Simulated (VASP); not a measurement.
# ZrC (Fm-3m) in VASP: settings compared, part 3 of 3

VASP 6.6.1.

## 5. Single point, r2SCAN (13.12 Å³/atom)

This run uses another cell than the first one, of 13.12 Å³/atom.

File POSCAR:

```
ZrC
1.0
    0.0000000000      2.3584728823      2.3584728823
    2.3584728823      0.0000000000      2.3584728823
    2.3584728823      2.3584728823      0.0000000000
Zr C
1 1
Direct
    0.5000000000      0.5000000000      0.5000000000
    0.0000000000      0.0000000000      0.0000000000
```

File INCAR.step1:

```
PREC = Accurate
ENCUT = 660
ISMEAR = 0
SIGMA = 0.05
LREAL = F
LASPH = T
NELM = 120
NBANDS = 15
GGA = PE
ALGO = Normal
EDIFF = 1E-5
LWAVE = T
LCHARG = F
GGA_COMPAT = F
```

File INCAR.step2:

```
PREC = Accurate
ENCUT = 660
EDIFF = 1E-6
ISMEAR = 0
SIGMA = 0.05
LREAL = F
LASPH = T
NELM = 120
ALGO = Normal
ISIF = 2
LWAVE = F
LCHARG = T
METAGGA = R2SCAN
LMIXTAU = T
LELF = T
LVHAR = T
NBANDS = 15
ISTART = 1
GGA_COMPAT = F
```

File KPOINTS:

```
regular mesh
0
Gamma
  8 8 8
```

Potentials or basis: VASP PAW PBE potentials, release 64 (Zr_sv, C).

On the command line:

```console
> cat potpaw_PBE.64/Zr_sv/POTCAR potpaw_PBE.64/C/POTCAR > POTCAR
> cp INCAR.step1 INCAR
> mpirun -np 1 vasp_std > vasp.out
> cp INCAR.step2 INCAR
> mpirun -np 1 vasp_std > vasp.out
```

OUTCAR:

```text
PREC = Accurate
   ENCUT = 660
   EDIFF = 1E-6
   ISMEAR = 0
   LREAL = F
   LASPH = T
   NELM = 120
   ISIF = 2
   METAGGA = R2SCAN
   ISTART = 1

 ion  position               nearest neighbor table
   1  0.500  0.500  0.500-   2 2.36   2 2.36   2 2.36   2 2.36   2 2.36   2 2.36
   2  0.000  0.000  0.000-   1 2.36   1 2.36   1 2.36   1 2.36   1 2.36   1 2.36

  LATTYP: Found a face centered cubic cell.
 ALAT       =     4.7169457646

  Lattice vectors:

[... 616 lines left out ...]

 [... further k-points ...]

------------------------ aborting loop because EDIFF is reached ----------------------------------------

  FORCE on cell =-STRESS in cart. coord.  units (eV):
  Direction    XX          YY          ZZ          XY          YZ          ZX
  --------------------------------------------------------------------------------------
  -------------------------------------------------------------------------------------
  Total       -0.1210345     -0.1210345     -0.1210345      0.0000000      0.0000000      0.0000000
  in kB       -7.3908942     -7.3908942     -7.3908942      0.0000000      0.0000000      0.0000000
  external PRESSURE =      -7.3908942 kB  Pullay stress =       0.0000000 kB

 VOLUME and BASIS-vectors are now :
 -----------------------------------------------------------------------------
  energy-cutoff  :      660.00
  volume of cell :       26.24
      direct lattice vectors                 reciprocal lattice vectors
     0.000000000  2.358472882  2.358472882    -0.212001590  0.212001590  0.212001590
     2.358472882  0.000000000  2.358472882     0.212001590 -0.212001590  0.212001590
     2.358472882  2.358472882  0.000000000     0.212001590  0.212001590 -0.212001590

 POSITION                                       TOTAL-FORCE (eV/Angst)
 -----------------------------------------------------------------------------------
      2.35847      2.35847      2.35847        -0.000000      0.000000      0.000000
      0.00000      0.00000      0.00000         0.000000     -0.000000     -0.000000
 -----------------------------------------------------------------------------------
    total drift:                                0.000000      0.000000      0.000000

  FREE ENERGIE OF THE ION-ELECTRON SYSTEM (eV)
  ---------------------------------------------------
  free  energy   TOTEN  =       -34.7227050888 eV

  energy  without entropy=      -34.7218761489  energy(sigma->0) =      -34.72229062
```

OUTCAR.step1:

```text
PREC = Accurate
   ENCUT = 660
   ISMEAR = 0
   LREAL = F
   LASPH = T
[... 652 lines left out ...]
 -----------------------------------------------------------------------------------
      2.35847      2.35847      2.35847         0.000000     -0.000000      0.000000
      0.00000      0.00000      0.00000        -0.000000      0.000000     -0.000000
 -----------------------------------------------------------------------------------
    total drift:                                0.000000      0.000000      0.000000

  FREE ENERGIE OF THE ION-ELECTRON SYSTEM (eV)
  ---------------------------------------------------
  free  energy   TOTEN  =       -19.4609979578 eV

  energy  without entropy=      -19.4603239793  energy(sigma->0) =      -19.46066097
```

OSZICAR.step1:

```text
N       E                     dE             d eps       ncg     rms          rms(c)
DAV:   1     0.120713281489E+03    0.12071E+03   -0.97555E+03   870   0.129E+03
DAV:   2    -0.155116958256E+02   -0.13622E+03   -0.12703E+03  1080   0.316E+02
DAV:   3    -0.228335415263E+02   -0.73218E+01   -0.72171E+01  1443   0.624E+01
DAV:   4    -0.229451418679E+02   -0.11160E+00   -0.11158E+00  1030   0.603E+00
DAV:   5    -0.229461770126E+02   -0.10351E-02   -0.10351E-02  1173   0.500E-01    0.200E+01
DAV:   6    -0.195769915193E+02    0.33692E+01   -0.64498E+00  1032   0.228E+01    0.688E+00
DAV:   7    -0.194765369707E+02    0.10045E+00   -0.68271E-01  1004   0.602E+00    0.601E+00
DAV:   8    -0.195057921202E+02   -0.29255E-01   -0.37949E-01  1024   0.472E+00    0.519E+00
DAV:   9    -0.194628184414E+02    0.42974E-01   -0.70470E-02   947   0.190E+00    0.109E+00
DAV:  10    -0.194610054085E+02    0.18130E-02   -0.80762E-03  1115   0.716E-01    0.673E-02
DAV:  11    -0.194610058467E+02   -0.43821E-06   -0.19100E-04   969   0.132E-01    0.562E-02
DAV:  12    -0.194609979578E+02    0.78889E-05   -0.65548E-06   737   0.218E-02
   1 F= -.19460998E+02 E0= -.19460661E+02  d E =-.673979E-03
```

Run time: 70 s. Hardware: 1 thread of Intel Xeon Platinum 8259CL at 2.50GHz (Skylake/Cascade Lake), shared host; peak memory 0.17 GiB.

What came out:

```yaml
Free_energy: -34.7227 eV
Pressure: -0.7 GPa
Band_gap_on_the_k_mesh: zero (bands 8 and 9 overlap by 1.32 eV)
```

Caveat: the PAW data sets were made with another functional, which shifts forces and pressure a little.

## 6. The runs side by side

| level | cell | gap on the mesh (eV) | pressure (GPa) |
| --- | --- | --- | --- |
| r2SCAN+D4 | a = 3.328 Å, angles 60.0°, 2 atoms | none | -0.4 |
| r2SCAN+D4 | a = 3.326 Å, angles 60.0°, 2 atoms | none | 0.1 |
| r2SCAN | a = 3.324 Å, angles 60.0°, 2 atoms | none | 1.7 |
| r2SCAN | a = 3.335 Å, angles 60.0°, 2 atoms | none | -0.7 |

Alike in all rows: task single point; potentials or basis VASP PAW PBE potentials, release 64 (Zr_sv, C); no spin polarisation; k mesh 8 × 8 × 8; cutoff (eV) 660; smearing gaussian 0.05 eV.

Caveats: the PAW data sets were made with another functional, which shifts forces and pressure a little.

Total energies depend on the potentials used, so only differences within one code and one set of settings carry meaning.
